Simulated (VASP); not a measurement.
# Tl (Fd-3m) in VASP: a series of runs

Tl is run at these levels: PBE; tasks: single point.

Everything below comes from runs of VASP 6.6.1. Logs are shortened: lines on timing, memory, paths and dates and some standing lists are left out, and cuts for length are marked.

### 1 The cell of the first run

It takes space group Fd-3m (No. 227, cubic). Conventional cell: a = 5.246 Å, b = 5.246 Å, c = 5.246 Å, α = 90.00°, β = 90.00°, γ = 90.00°. Within 3.0 Å of Tl (site symmetry -43m) lie 4 Tl at 2.27 Å.

This isn't the form of Tl at room conditions, which is hcp.

### 2 Single point, PBE (18.05 Å³/atom)

Input file INCAR:

```
ALGO = Normal
EDIFF = 1E-6
ENCUT = 520
GGA = PE
ISIF = 2
ISMEAR = -1
LASPH = T
LCHARG = F
LREAL = F
LWAVE = F
NBANDS = 20
NELM = 60
PREC = Accurate
SIGMA = 0.05
```

Input file KPOINTS:

```
k-points
0
Gamma
  10 10 10
```

Input file POSCAR:

```
Tl
1.0
    0.0000000000      2.6231382014      2.6231382014
    2.6231382014      0.0000000000      2.6231382014
    2.6231382014      2.6231382014      0.0000000000
Tl
2
Direct
   -0.1250000000     -0.1250000000     -0.1250000000
    0.1250000000      0.1250000000      0.1250000000
```

Potentials or basis: VASP PAW PBE potentials, release 64 (Tl_d).

Run with:

```sh
> cat potpaw_PBE.64/Tl_d/POTCAR > POTCAR
> mpirun -np 1 vasp_std > vasp.out
```

OUTCAR:

```text
EDIFF = 1E-6
   ENCUT = 520
   GGA = PE
   ISIF = 2
   ISMEAR = -1
   LASPH = T
   LREAL = F
   NELM = 60
   PREC = Accurate

 ion  position               nearest neighbor table
   1  0.875  0.875  0.875-   2 2.27   2 2.27   2 2.27   2 2.27
   2  0.125  0.125  0.125-   1 2.27   1 2.27   1 2.27   1 2.27

  LATTYP: Found a face centered cubic cell.
 ALAT       =     5.2462764028

  Lattice vectors:

 A1 = (   0.0000000000,   2.6231382014,   2.6231382014)
 A2 = (   2.6231382014,   0.0000000000,   2.6231382014)
 A3 = (   2.6231382014,   2.6231382014,   0.0000000000)

Analysis of symmetry for initial positions (statically):
=====================================================================
 Subroutine PRICEL returns:
 Original cell was already a primitive cell.

 Routine SETGRP: Setting up the symmetry group for a
 face centered cubic supercell.

 Subroutine GETGRP returns: Found 48 space group operations
 (whereof 12 operations were pure point group operations)
 out of a pool of 48 trial point group operations.

The static configuration has the point symmetry D_3d.
 The point group associated with its full space group is O_h .

Analysis of symmetry for dynamics (positions and initial velocities):
=====================================================================
 Subroutine PRICEL returns:
 Original cell was already a primitive cell.

 Routine SETGRP: Setting up the symmetry group for a
 face centered cubic supercell.

 Subroutine GETGRP returns: Found 48 space group operations
 (whereof 12 operations were pure point group operations)
 out of a pool of 48 trial point group operations.

The dynamic configuration has the point symmetry D_3d.
 The point group associated with its full space group is O_h .

 Subroutine INISYM returns: Found 48 space group operations
 (whereof 12 operations are pure point group operations),
 and found     1 'primitive' translations

----------------------------------------------------------------------------------------

                                     Primitive cell

  volume of cell :      36.0989

  direct lattice vectors                    reciprocal lattice vectors
     0.000000000  2.623138201  2.623138201    -0.190611383  0.190611383  0.190611383
     2.623138201  0.000000000  2.623138201     0.190611383 -0.190611383  0.190611383
     2.623138201  2.623138201  0.000000000     0.190611383  0.190611383 -0.190611383

  length of vectors
     3.709677620  3.709677620  3.709677620     0.330148600  0.330148600  0.330148600

  position of ions in fractional coordinates (direct lattice)
     0.875000000  0.875000000  0.875000000
     0.125000000  0.125000000  0.125000000

  ion indices of the primitive-cell ions
   primitive index   ion index
                 1           1
                 2           2

----------------------------------------------------------------------------------------

 KPOINTS: k-points

Automatic generation of k-mesh.
 Grid dimensions read from file:
 generate k-points for:   10   10   10

 Generating k-lattice:

  Cartesian coordinates                     Fractional coordinates (reciprocal lattice)
    -0.019061138  0.019061138  0.019061138     0.100000000  0.000000000  0.000000000
     0.019061138 -0.019061138  0.019061138     0.000000000  0.100000000  0.000000000
     0.019061138  0.019061138 -0.019061138     0.000000000  0.000000000  0.100000000

  Length of vectors
     0.033014860  0.033014860  0.033014860

  Shift w.r.t. Gamma in fractional coordinates (k-lattice)
     0.000000000  0.000000000  0.000000000

 Subroutine IBZKPT returns following result:
 ===========================================

 Found     47 irreducible k-points:

 Following reciprocal coordinates:
            Coordinates               Weight
  0.000000  0.000000  0.000000      1.000000
  0.100000  0.000000  0.000000      8.000000
  0.200000  0.000000  0.000000      8.000000
  0.300000  0.000000  0.000000      8.000000
  0.400000  0.000000  0.000000      8.000000
  0.500000  0.000000  0.000000      4.000000
[... 16 lines left out ...]
  0.300000  0.300000  0.000000      6.000000
  0.400000  0.300000  0.000000     24.000000
 [... further k-points ...]
   k-points           NKPTS =     47   k-points in BZ     NKDIM =     47   number of bands    NBANDS=     20
   number of dos      NEDOS =    301   number of ions     NIONS =      2
   total plane-waves  NPLWV =  21952
   dimension x,y,z NGX =    28 NGY =   28 NGZ =   28
   dimension x,y,z NGXF=    56 NGYF=   56 NGZF=   56
   ions per type =               2
   NGX,Y,Z   is equivalent  to a cutoff of  12.55, 12.55, 12.55 a.u.
   NGXF,Y,Z  is equivalent  to a cutoff of  25.10, 25.10, 25.10 a.u.
 SYSTEM =  unknown system
   PREC   = accura    normal or accurate (medium, high low for compatibility)
   ISTART =      0    job   : 0-new  1-cont  2-samecut
   ICHARG =      2    charge: 1-file 2-atom 10-const
   ISPIN  =      1    spin polarized calculation?
   LNONCOLLINEAR =      F non collinear calculations
   LSORBIT =      F    spin-orbit coupling
   LASPH  =      T    aspherical Exc in radial PAW
   ENCUT  =  520.0 eV  38.22 Ry    6.18 a.u.   6.90  6.90  6.90*2*pi/ulx,y,z
   NELM   =     60;   NELMIN=  2; NELMDL= -5     # of ELM steps
   EDIFF  = 0.1E-05   stopping-criterion for ELM
   LREAL  =      F    real-space projection
   EDIFFG = 0.1E-04   stopping-criterion for IOM
   NSW    =      0    number of steps for IOM
   IBRION =     -1    ionic relax: 0-MD 1-quasi-New 2-CG
   NFREE  =      0    steps in history (QN), initial steepest desc. (CG)
   ISIF   =      2    stress and relaxation
   ISYM   =      2    0-nonsym 1-usesym 2-fastsym
   POTIM  = 0.5000    time-step for ionic-motion
   TEBEG  =    0.0;   TEEND  =   0.0 temperature during run
   PSTRESS=    0.0 pullay stress
   NELECT =      26.0000    total number of electrons
   NUPDOWN=      -1.0000    fix difference up-down
   EMIN   =  10.00;   EMAX   =-10.00  energy-range for DOS
   EFERMI =   0.00;   METHOD = LEGACY
   ISMEAR =    -1;   SIGMA  =   0.05  broadening in eV -4-tet -1-fermi 0-gaus
   EFERMI_NEDOS =   21; number of points for ismear=-14 and -15
   IALGO  =     38    algorithm
   IMIX   =      4    mixing-type and parameters
     AMIX     =   0.40;   BMIX     =  1.00
     AMIX_MAG =   1.60;   BMIX_MAG =  1.00
  volume/ion in A,a.u.               =      18.05       121.80
  Fermi-wavevector in a.u.,A,eV,Ry     =   1.467466  2.773109 29.299562  2.153457
  Thomas-Fermi vector in A             =   2.583081
   LORBIT       =      0    0 simple, 1 ext, 2 COOP (PROOUT), +10 PAW based schemes
   GGA     = PE    functional components
   LHFCALC =     F    Hartree Fock is set to
   AEXX    =    0.0000 exact exchange contribution
   IVDW    =     0    specifies the selected vdW correction
   LEPSILON=     F    determine dielectric tensor
   LRPA    =     F    only Hartree local field effects (RPA)
 non-spin polarized calculation
  energy-cutoff  :      520.00
  volume of cell :       36.10
 maximum number of plane-waves:       990
   NGX = 13   NGY = 13   NGZ = 13

 number of electron      26.0000006 magnetization

 Free energy of the ion-electron system (eV)
  ---------------------------------------------------
  ext. energy  EPLUGINS =         0.00000000
  ---------------------------------------------------
  free energy    TOTEN  =         6.36765044 eV

  energy without entropy =        6.37277322  energy(sigma->0) =        6.37021183

 E-fermi :  12.9891     XC(G=0): -12.4091

 val. band max:       12.8332475507   @ k =   0.4000   0.2000   0.1000
 cond. band min:      12.9986185789   @ k =  -0.4000   0.3000   0.0000
 fundamental gap:      0.1653710282
 Fermi energy:        12.9891025282

 k-point     1 :       0.0000    0.0000    0.0000
  band No.  band energies     occupation
      1      -2.6988      2.00000
      2      -2.6988      2.00000
      3      -2.6988      2.00000
      4      -2.6372      2.00000
      5      -2.6372      2.00000
      6      -2.1555      2.00000
[... 12 lines left out ...]
     19      20.5602      0.00000
     20      22.7548      0.00000

 k-point     2 :       0.1000    0.0000    0.0000
  band No.  band energies     occupation
      1      -2.8764      2.00000
      2      -2.8764      2.00000
      3      -2.7071      2.00000
      4      -2.4155      2.00000
      5      -2.4155      2.00000
      6      -2.0331      2.00000
[... 12 lines left out ...]
     19      22.1782      0.00000
     20      22.7465      0.00000

 k-point     3 :       0.2000    0.0000    0.0000
  band No.  band energies     occupation
      1      -2.9960      2.00000
      2      -2.9960      2.00000
      3      -2.7335      2.00000
      4      -2.1996      2.00000
      5      -2.1996      2.00000
      6      -1.7694      2.00000
[... 12 lines left out ...]
     19      22.1466      0.00000
     20      23.3450      0.00000

 k-point     4 :       0.3000    0.0000    0.0000
  band No.  band energies     occupation
      1      -3.0228      2.00000
      2      -3.0228      2.00000
      3      -2.7681      2.00000
      4      -2.1018      2.00000
      5      -2.1018      2.00000
      6      -1.6144      2.00000
[... 12 lines left out ...]
     19      24.1619      0.00000
     20      24.5599      0.00000

 k-point     5 :       0.4000    0.0000    0.0000
  band No.  band energies     occupation
      1      -2.9859      2.00000
      2      -2.9859      2.00000
      3      -2.7952      2.00000
      4      -2.1252      2.00000
      5      -2.1252      2.00000
      6      -1.6157      2.00000
[... 12 lines left out ...]
     19      25.6424      0.00000
     20      25.6424      0.00000

 k-point     6 :       0.5000    0.0000    0.0000
  band No.  band energies     occupation
      1      -2.9563      2.00000
      2      -2.9563      2.00000
      3      -2.8051      2.00000
      4      -2.1596      2.00000
      5      -2.1596      2.00000
      6      -1.6365      2.00000
[... 12 lines left out ...]
     19      26.1272      0.00000
     20      26.1272      0.00000

 k-point     7 :       0.1000    0.1000    0.0000
  band No.  band energies     occupation
      1      -3.0048      2.00000
      2      -2.7289      2.00000
      3      -2.7289      2.00000
      4      -2.5451      2.00000
      5      -2.2453      2.00000
      6      -1.9933      2.00000
[... 12 lines left out ...]
     19      22.8990      0.00000
     20      22.8990      0.00000
[... 277 lines left out ...]
 k-point    20 :      -0.4000    0.2000    0.0000
  band No.  band energies     occupation
      1      -3.3311      2.00000
      2      -3.1159      2.00000
      3      -2.5812      2.00000
      4      -1.8744      2.00000
      5      -1.6521      2.00000
      6      -1.5860      2.00000
[... 12 lines left out ...]
     19      25.4270      0.00000
     20      25.9578      0.00000

 k-point    21 :      -0.3000    0.2000    0.0000
  band No.  band energies     occupation
      1      -3.2335      2.00000
      2      -3.2007      2.00000
      3      -2.5043      2.00000
      4      -2.1206      2.00000
      5      -1.5839      2.00000
      6      -1.5034      2.00000
[... 12 lines left out ...]
     19      24.4681      0.00000
     20      26.4015      0.00000

 k-point    22 :      -0.2000    0.2000    0.0000
  band No.  band energies     occupation
      1      -3.2210      2.00000
      2      -3.0636      2.00000
      3      -2.6117      2.00000
      4      -2.2170      2.00000
      5      -1.6433      2.00000
      6      -1.5669      2.00000
[... 12 lines left out ...]
     19      23.2309      0.00000
     20      25.7583      0.00000

 k-point    23 :       0.3000    0.3000    0.0000
  band No.  band energies     occupation
      1      -3.2898      2.00000
      2      -2.9011      2.00000
      3      -2.9011      2.00000
      4      -1.8658      2.00000
      5      -1.8462      2.00000
      6      -1.2688      2.00000
[... 12 lines left out ...]
     19      27.5927      0.00000
     20      27.6038      0.00000

 k-point    24 :       0.4000    0.3000    0.0000
  band No.  band energies     occupation
      1      -3.2952      2.00000
      2      -2.9521      2.00000
      3      -2.9131      2.00000
      4      -2.0376      2.00000
      5      -1.6049      2.00000
      6      -1.0752      2.00000
[... 12 lines left out ...]
     19      27.0841      0.00000
     20      27.8611      0.00000

 [... further k-points ...]

------------------------ aborting loop because EDIFF is reached ----------------------------------------

  FORCE on cell =-STRESS in cart. coord.  units (eV):
  Direction    XX          YY          ZZ          XY          YZ          ZX
  --------------------------------------------------------------------------------------
  -------------------------------------------------------------------------------------
  Total       35.7086672     35.7086672     35.7086672     -0.0000000      0.0000000      0.0000000
  in kB     1584.8592947   1584.8592947   1584.8592947     -0.0000000      0.0000000      0.0000000
  external PRESSURE =    1584.8592947 kB  Pullay stress =       0.0000000 kB

 VOLUME and BASIS-vectors are now :
 -----------------------------------------------------------------------------
  energy-cutoff  :      520.00
  volume of cell :       36.10
      direct lattice vectors                 reciprocal lattice vectors
     0.000000000  2.623138201  2.623138201    -0.190611383  0.190611383  0.190611383
     2.623138201  0.000000000  2.623138201     0.190611383 -0.190611383  0.190611383
     2.623138201  2.623138201  0.000000000     0.190611383  0.190611383 -0.190611383

 POSITION                                       TOTAL-FORCE (eV/Angst)
 -----------------------------------------------------------------------------------
      4.59049      4.59049      4.59049         0.000000     -0.000000     -0.000000
      0.65578      0.65578      0.65578        -0.000000      0.000000      0.000000
 -----------------------------------------------------------------------------------
    total drift:                                0.000000     -0.000000     -0.000000

  FREE ENERGIE OF THE ION-ELECTRON SYSTEM (eV)
  ---------------------------------------------------
  free  energy   TOTEN  =         6.3676504410 eV

  energy  without entropy=        6.3727732165  energy(sigma->0) =        6.37021183
```

Wall time 53 s (1 thread of AMD EPYC 7R13, shared host); peak memory 0.14 GiB.

What came out:

```yaml
Free_energy: 6.3677 eV
Pressure: 158.5 GPa
Band_gap_on_the_k_mesh: zero (bands 13 and 14 overlap by 9.46 eV)
```

Caveat: the cell stands under pressure; spin-orbit coupling is left out, which moves the levels of the heavy elements.

### 3 Single point, PBE (18.05 Å³/atom)

Input file INCAR:

```
SYSTEM = Tl
ALGO = Normal ; EDIFF = 1E-6
ENCUT = 520 ; GGA = PE
ISIF = 2 ; ISMEAR = -1
LASPH = .TRUE. ; LCHARG = .TRUE.
LELF = .TRUE. ; LREAL = .FALSE.
LVHAR = .TRUE. ; LWAVE = .FALSE.
NBANDS = 20 ; NELM = 80
PREC = Accurate ; SIGMA = 0.05
```

Input file KPOINTS:

```
k-points
0
G
  10 10 10
  0 0 0
```

POSCAR is that of step 2.

Potentials or basis: VASP PAW PBE potentials, release 64 (Tl_d).

Run with:

```sh
> cat potpaw_PBE.64/Tl_d/POTCAR > POTCAR
> mpirun -np 1 vasp_std > vasp.out
```

Wall time 42 s (1 thread of AMD EPYC 7R13, shared host); peak memory 0.14 GiB.

It converged, with:

| Item | Value |
| --- | --- |
| Free energy | 6.3677 eV |
| Pressure | 158.5 GPa |
| Band gap on the k mesh | zero (bands 13 and 14 overlap by 9.46 eV) |

Levels at points of the mesh, in eV from the Fermi level:
```csv
k point,band 11,band 12,band 13,band 14,band 15,band 16
"(0.00, 0.00, 0.00)",-11.39,6.30,6.52,6.69,6.69,6.69
"(0.50, 0.00, 0.00)",-8.63,-7.88,2.56,2.56,5.97,6.36
"(0.50, 0.50, 0.00)",-7.03,-7.03,-1.72,-1.72,4.23,4.23
```

Caveat: the cell stands under pressure; spin-orbit coupling is left out, which moves the levels of the heavy elements.

### 4 Single point, PBE (22.56 Å³/atom)

This run uses another cell than the first one, of 22.56 Å³/atom.

Input file INCAR:

```
ALGO     = Normal         # electronic algorithm
EDIFF    = 1E-6           # SCF threshold, eV
ENCUT    = 520            # plane-wave cutoff, eV
GGA      = PE             # functional
ISIF     = 2              # what is computed and relaxed
ISMEAR   = -1             # smearing method
LASPH    = T              # aspherical terms in the spheres
LCHARG   = T              # write CHGCAR
LELF     = T              # ELF
LREAL    = F              # projectors in reciprocal space
LVHAR    = T            
LWAVE    = F              # write WAVECAR
NBANDS   = 20             # bands
NELM     = 100            # most SCF steps
PREC     = Accurate       # precision mode
SIGMA    = 0.05           # smearing width, eV
```

Input file KPOINTS:

```
k-points
0
Gamma
  10 10 10
```

Input file POSCAR:

```
Tl
1.0
    0.0000000000      2.8256899689      2.8256899689
    2.8256899689      0.0000000000      2.8256899689
    2.8256899689      2.8256899689      0.0000000000
Tl
2
Direct
   -0.1250000000     -0.1250000000     -0.1250000000
    0.1250000000      0.1250000000      0.1250000000
```

Run with:

```sh
> cat potpaw_PBE.64/Tl_d/POTCAR > POTCAR
> mpirun -np 1 vasp_std > vasp.out
```

It took 50 s on 1 thread of AMD EPYC 7R13, shared host; peak memory 0.15 GiB.

It converged, with:

| Property | Result |
| --- | --- |
| Free energy | 0.5466 eV |
| Pressure | 63.7 GPa |
| Band gap on the k mesh | zero (bands 13 and 14 overlap by 7.26 eV) |

Levels at points of the mesh, in eV from the Fermi level:
```
           k point  band 9  band 10  band 11  band 12  band 13  band 14  band 15  band 16  band 17  band 18
(0.00, 0.00, 0.00)  -11.82   -11.12   -11.12     4.50     5.13     5.13     5.13     6.41     6.43     6.43
(0.50, 0.00, 0.00)  -11.13   -11.13    -8.31    -6.42     2.06     2.06     4.33     6.48     7.68     7.68
(0.50, 0.50, 0.00)  -10.96   -10.96    -6.61    -6.61    -1.11    -1.11     3.67     3.67    14.78    14.78
```

Caveat: the cell stands under pressure; spin-orbit coupling is left out, which moves the levels of the heavy elements.

(Part 1 of 2 ends here.)
